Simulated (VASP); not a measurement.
Li, 2 atoms in the cell. The structure is cubic, space group Fd-3m (No. 227). The conventional cell has a = 5.891 Å, b = 5.891 Å, c = 5.891 Å, α = 90.00°, β = 90.00°, γ = 90.00°. Li (site symmetry -43m) has 4 Li at 2.55 Å within 3.4 Å. This isn't the form of Li at room conditions, which is bcc.

* Program: VASP 6.6.1
* Task: single point
* Functional: PBE
* Potentials or basis: VASP PAW PBE potentials, release 64 (Li_sv)
* Cutoff: 520 eV
* k mesh: 11 × 11 × 11
* Occupations: fermi-dirac, width 0.05 eV
* Spin: no spin polarisation
* Dipole correction: no
* k mesh for the DOS: 17 × 17 × 17
* Occupations for the DOS: tetrahedron
* Further INCAR settings: ALGO = Normal; EDIFF = 1e-06

Potentials or basis: VASP PAW PBE potentials, release 64 (Li_sv).

Run with:

```bash
$ cat potpaw_PBE.64/Li_sv/POTCAR > POTCAR
$ cp INCAR.step1 INCAR
$ cp KPOINTS.step1 KPOINTS
$ mpirun -np 1 vasp_std > vasp.out
$ cp INCAR.step2 INCAR
$ cp KPOINTS.step2 KPOINTS
$ mpirun -np 1 vasp_std > vasp.out
```

Hardware: 1 thread of Intel(R) Xeon(R) 6975P-C (Granite Rapids) (shared host).

Question: How long does it take, and how much memory?

Answer: It took 20 s on 1 thread of Intel(R) Xeon(R) 6975P-C (Granite Rapids), on a shared host, peak memory 0.18 GiB. Counts: k points 165.
